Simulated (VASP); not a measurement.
# KPt (P-6m2) in VASP: single point with PBEsol

Aim: the single point of KPt with PBEsol.

Everything below comes from runs of VASP 6.6.1. Logs are shortened: lines on timing, memory, paths and dates and some standing lists are left out, and cuts for length are marked.

## Step 1: The cell of the first run

The structure is hexagonal, space group P-6m2 (No. 187). The conventional cell has a = 3.001 Å, b = 3.001 Å, c = 5.346 Å, α = 90.00°, β = 90.00°, γ = 120.00°. K (site symmetry -6m2) has 6 K at 3.00 Å and 6 Pt at 3.19 Å within 4.0 Å. Pt (site symmetry -6m2) has 6 Pt at 3.00 Å and 6 K at 3.19 Å within 4.0 Å.

## Step 2: Single point, PBEsol

Input file INCAR:

```
SYSTEM = KPt
  PREC = Accurate
  ENCUT = 520
  EDIFF = 1E-6
  ISMEAR = 0
  SIGMA = 0.1
  LREAL = .FALSE.
  LASPH = .TRUE.
  NELM = 80
  ALGO = Fast
  ISIF = 2
  LWAVE = .FALSE.
  LCHARG = .FALSE.
  GGA = PS
  NBANDS = 16
```

Input file KPOINTS:

```
regular mesh
0
G
  9 9 4
  0 0 0
```

Input file POSCAR:

```
KPt
1.0
    3.0008472788      0.0000000000      0.0000000000
   -1.5004236394      2.5988099763      0.0000000000
    0.0000000000      0.0000000000      5.3455780000
K Pt
1 1
Direct
    0.3333333300      0.6666666700      0.5000000000
    0.0000000000      0.0000000000      0.0000000000
```

Potentials or basis: VASP PAW PBE potentials, release 64 (K_sv, Pt).

Run with:

```
$ cat potpaw_PBE.64/K_sv/POTCAR potpaw_PBE.64/Pt/POTCAR > POTCAR
$ mpirun -np 1 vasp_std > vasp.out
```

OUTCAR:

```text
SYSTEM = KPt
   PREC = Accurate
   ENCUT = 520
   EDIFF = 1E-6
   ISMEAR = 0
   LREAL = .FALSE.
   LASPH = .TRUE.
   NELM = 80
   ISIF = 2
   GGA = PS

 ion  position               nearest neighbor table
   1  0.333  0.667  0.500-   2 3.19   2 3.19   2 3.19   2 3.19   2 3.19   2 3.19
   2  0.000  0.000  0.000-   1 3.19   1 3.19   1 3.19   1 3.19   1 3.19   1 3.19

  LATTYP: Found a hexagonal cell.
 ALAT       =     3.0008472788
 C/A-ratio  =     1.7813562315

  Lattice vectors:

 A1 = (   3.0008472788,   0.0000000000,   0.0000000000)
 A2 = (  -1.5004236394,   2.5988099763,   0.0000000000)
 A3 = (   0.0000000000,   0.0000000000,   5.3455780000)

Analysis of symmetry for initial positions (statically):
=====================================================================
 Subroutine PRICEL returns:
 Original cell was already a primitive cell.

 Routine SETGRP: Setting up the symmetry group for a
 hexagonal supercell.

 Subroutine GETGRP returns: Found 12 space group operations
 (whereof 12 operations were pure point group operations)
 out of a pool of 24 trial point group operations.

The static configuration has the point symmetry D_3h.

Analysis of symmetry for dynamics (positions and initial velocities):
=====================================================================
 Subroutine PRICEL returns:
 Original cell was already a primitive cell.

 Routine SETGRP: Setting up the symmetry group for a
 hexagonal supercell.

 Subroutine GETGRP returns: Found 12 space group operations
 (whereof 12 operations were pure point group operations)
 out of a pool of 24 trial point group operations.

The dynamic configuration has the point symmetry D_3h.

 Subroutine INISYM returns: Found 12 space group operations
 (whereof 12 operations are pure point group operations),
 and found     1 'primitive' translations

----------------------------------------------------------------------------------------

                                     Primitive cell

  volume of cell :      41.6882

  direct lattice vectors                    reciprocal lattice vectors
     3.000847279  0.000000000  0.000000000     0.333239218  0.192395752  0.000000000
    -1.500423639  2.598809976  0.000000000     0.000000000  0.384791504  0.000000000
     0.000000000  0.000000000  5.345578000     0.000000000  0.000000000  0.187070509

  length of vectors
     3.000847279  3.000847279  5.345578000     0.384791504  0.384791504  0.187070509

  position of ions in fractional coordinates (direct lattice)
     0.333333330  0.666666670  0.500000000
     0.000000000  0.000000000  0.000000000

  ion indices of the primitive-cell ions
   primitive index   ion index
[... 73 lines left out ...]
   NELM   =     80;   NELMIN=  2; NELMDL= -5     # of ELM steps
   EDIFF  = 0.1E-05   stopping-criterion for ELM
   LREAL  =      F    real-space projection
   EDIFFG = 0.1E-04   stopping-criterion for IOM
   NSW    =      0    number of steps for IOM
   IBRION =     -1    ionic relax: 0-MD 1-quasi-New 2-CG
   NFREE  =      0    steps in history (QN), initial steepest desc. (CG)
   ISIF   =      2    stress and relaxation
   ISYM   =      2    0-nonsym 1-usesym 2-fastsym
   POTIM  = 0.5000    time-step for ionic-motion
   TEBEG  =    0.0;   TEEND  =   0.0 temperature during run
   PSTRESS=    0.0 pullay stress
   NELECT =      19.0000    total number of electrons
   NUPDOWN=      -1.0000    fix difference up-down
   EMIN   =  10.00;   EMAX   =-10.00  energy-range for DOS
   EFERMI =   0.00;   METHOD = LEGACY
   ISMEAR =     0;   SIGMA  =   0.10  broadening in eV -4-tet -1-fermi 0-gaus
   EFERMI_NEDOS =   21; number of points for ismear=-14 and -15
   IALGO  =     68    algorithm
   IMIX   =      4    mixing-type and parameters
     AMIX     =   0.40;   BMIX     =  1.00
     AMIX_MAG =   1.60;   BMIX_MAG =  1.00
  volume/ion in A,a.u.               =      20.84       140.66
  Fermi-wavevector in a.u.,A,eV,Ry     =   1.259858  2.380787 21.595748  1.587243
  Thomas-Fermi vector in A             =   2.393397
   LORBIT       =      0    0 simple, 1 ext, 2 COOP (PROOUT), +10 PAW based schemes
   GGA     = PS    functional components
   LHFCALC =     F    Hartree Fock is set to
   AEXX    =    0.0000 exact exchange contribution
   IVDW    =     0    specifies the selected vdW correction
   LEPSILON=     F    determine dielectric tensor
   LRPA    =     F    only Hartree local field effects (RPA)
 non-spin polarized calculation
 RMM-DIIS sequential band-by-band and
 Gauss-broadening in eV      SIGMA  =   0.10
  energy-cutoff  :      520.00
  volume of cell :       41.69
 maximum number of plane-waves:      1147
 NGX is ok and might be reduce to    24
   NGX = 11   NGY = 11   NGZ = 19

 number of electron      19.0000002 magnetization

 Free energy of the ion-electron system (eV)
  ---------------------------------------------------
  ext. energy  EPLUGINS =         0.00000000
  ---------------------------------------------------
  free energy    TOTEN  =        -7.46111558 eV

  energy without entropy =       -7.45507167  energy(sigma->0) =       -7.45809363

 E-fermi :   5.3265     XC(G=0): -10.8020

 val. band max:        5.2774779818   @ k =   0.0000   0.0000   0.2500
 cond. band min:       5.3330194339   @ k =   0.4444  -0.0000   0.2500
 fundamental gap:      0.0555414521
 Fermi energy:         5.3265301100

 k-point     1 :       0.0000    0.0000    0.0000
  band No.  band energies     occupation
      1     -26.7782      2.00000
      2     -10.1220      2.00000
      3      -9.1852      2.00000
      4      -9.1852      2.00000
      5      -1.1681      2.00000
      6       1.9800      2.00000
[... 433 lines left out ...]
      3     -10.7804      2.00000
      4      -9.5548      2.00000
      5       2.5150      2.00000
      6       2.6099      2.00000
[... 8 lines left out ...]
     15      12.3924      0.00000
     16      13.4884      0.00000

 [... further k-points ...]
[... 5 lines left out ...]
  --------------------------------------------------------------------------------------
  -------------------------------------------------------------------------------------
  Total       -1.2020108     -1.2020108     -0.6948297      0.0000000      0.0000000      0.0000000
  in kB      -46.1961577    -46.1961577    -26.7039737      0.0000000      0.0000000      0.0000000
  external PRESSURE =     -39.6987630 kB  Pullay stress =       0.0000000 kB

 VOLUME and BASIS-vectors are now :
 -----------------------------------------------------------------------------
  energy-cutoff  :      520.00
  volume of cell :       41.69
      direct lattice vectors                 reciprocal lattice vectors
     3.000847279  0.000000000  0.000000000     0.333239218  0.192395752  0.000000000
    -1.500423639  2.598809976  0.000000000     0.000000000  0.384791504  0.000000000
     0.000000000  0.000000000  5.345578000     0.000000000  0.000000000  0.187070509

 POSITION                                       TOTAL-FORCE (eV/Angst)
 -----------------------------------------------------------------------------------
     -0.00000      1.73254      2.67279         0.000000     -0.000000      0.000000
      0.00000      0.00000      0.00000        -0.000000      0.000000      0.000000
 -----------------------------------------------------------------------------------
    total drift:                                0.000010     -0.000006     -0.000000

  FREE ENERGIE OF THE ION-ELECTRON SYSTEM (eV)
  ---------------------------------------------------
  free  energy   TOTEN  =        -7.4611155777 eV

  energy  without entropy=       -7.4550716727  energy(sigma->0) =       -7.45809363
```

OSZICAR:

```text
N       E                     dE             d eps       ncg     rms          rms(c)
DAV:   1     0.114903519203E+03    0.11490E+03   -0.90879E+03  1184   0.108E+03
DAV:   2    -0.334995584465E+01   -0.11825E+03   -0.11059E+03  1480   0.287E+02
DAV:   3    -0.789451547048E+01   -0.45446E+01   -0.45038E+01  1984   0.451E+01
DAV:   4    -0.793410939192E+01   -0.39594E-01   -0.39587E-01  1392   0.371E+00
DAV:   5    -0.793509014250E+01   -0.98075E-03   -0.98071E-03  1752   0.424E-01    0.937E+00
RMM:   6    -0.756489119558E+01    0.37020E+00   -0.87419E-01  1154   0.590E+00    0.452E+00
RMM:   7    -0.748133518486E+01    0.83556E-01   -0.87616E-02  1251   0.182E+00    0.338E+00
RMM:   8    -0.746171288339E+01    0.19622E-01   -0.97339E-02  1433   0.202E+00    0.793E-01
RMM:   9    -0.746120305325E+01    0.50983E-03   -0.13545E-02  1496   0.844E-01    0.263E-01
RMM:  10    -0.746100226765E+01    0.20079E-03   -0.28130E-03  1679   0.283E-01    0.104E-01
RMM:  11    -0.746108896484E+01   -0.86697E-04   -0.76673E-04  1715   0.155E-01    0.437E-02
RMM:  12    -0.746109245976E+01   -0.34949E-05   -0.33415E-04  1784   0.105E-01    0.170E-02
RMM:  13    -0.746110601353E+01   -0.13554E-04   -0.13029E-04  1799   0.497E-02    0.996E-03
RMM:  14    -0.746111411132E+01   -0.80978E-05   -0.42434E-05  1703   0.327E-02    0.151E-02
RMM:  15    -0.746111399449E+01    0.11683E-06   -0.23022E-05  1638   0.245E-02    0.324E-03
RMM:  16    -0.746111512574E+01   -0.11312E-05   -0.95662E-06  1341   0.132E-02    0.507E-03
RMM:  17    -0.746111557770E+01   -0.45196E-06   -0.41485E-06  1124   0.875E-03
   1 F= -.74611156E+01 E0= -.74580936E+01  d E =-.604390E-02
```

Run time: 56 s. Hardware: 1 thread of AMD EPYC 7R13, shared host; peak memory 0.14 GiB.

What came out:

```yaml
Free_energy: -7.4611 eV
Pressure: -4.0 GPa
```

Caveat: the PAW data sets were made with another functional, which shifts forces and pressure a little; spin-orbit coupling is left out, which moves the levels of the heavy elements.
